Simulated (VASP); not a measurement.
Wanted: the native input for a VASP 6.6.1 run.

```yaml
Task: single point
Functional: r2SCAN
Potentials_or_basis: VASP PAW PBE potentials, release 64 (Ge_d)
Cutoff: 520 eV
k_mesh: 12 × 12 × 12
Occupations: gaussian, width 0.05 eV
Spin: no spin polarisation
Dipole_correction: no
Further_INCAR_settings: ALGO = Normal; EDIFF = 1e-06; NBANDS = 21
```

The system is Ge.

```
CELL_PARAMETERS angstrom
0.00000 2.88366 2.88366
2.88366 0.00000 2.88366
2.88366 2.88366 0.00000
ATOMIC_POSITIONS crystal
Ge 0.50000 0.50000 0.50000
Ge 0.75000 0.75000 0.75000
```

One way to write it, as run:

POSCAR

```
Ge
1.0
    0.0000000000      2.8836577741      2.8836577741
    2.8836577741      0.0000000000      2.8836577741
    2.8836577741      2.8836577741      0.0000000000
Ge
2
Direct
    0.5000000000      0.5000000000      0.5000000000
    0.7500000000      0.7500000000      0.7500000000
```

INCAR.step1

```
  PREC = Accurate
  ENCUT = 520
  ISMEAR = 0
  SIGMA = 0.05
  LREAL = F
  LASPH = T
  NELM = 100
  NBANDS = 21
  GGA = PE
  ALGO = Normal
  EDIFF = 1E-4
  LWAVE = T
  LCHARG = F
```

INCAR.step2

```
  PREC = Accurate
  ENCUT = 520
  EDIFF = 1E-6
  ISMEAR = 0
  SIGMA = 0.05
  LREAL = F
  LASPH = T
  NELM = 100
  ALGO = Normal
  ISIF = 2
  LWAVE = F
  LCHARG = T
  METAGGA = R2SCAN
  LMIXTAU = T
  LELF = T
  LVHAR = T
  NBANDS = 21
  ISTART = 1
```

KPOINTS

```
regular mesh
0
Gamma
  12 12 12
```

Potentials or basis: VASP PAW PBE potentials, release 64 (Ge_d).

Run with:

```bash
$ cat potpaw_PBE.64/Ge_d/POTCAR > POTCAR
$ cp INCAR.step1 INCAR
$ mpirun -np 1 vasp_std > vasp.out
$ cp INCAR.step2 INCAR
$ mpirun -np 1 vasp_std > vasp.out
```

Results of the run:

The pressure is -3.0 GPa and the band gap on the k mesh is zero (filled and empty bands touch).

Caveat: semilocal functionals underestimate gaps, so a narrow gap can read as zero; the PAW data sets were made with another functional, which shifts forces and pressure a little.

Wall time 4.3 min on 1 thread of Intel Xeon 8259CL, on a shared host, peak memory 0.2 GiB.
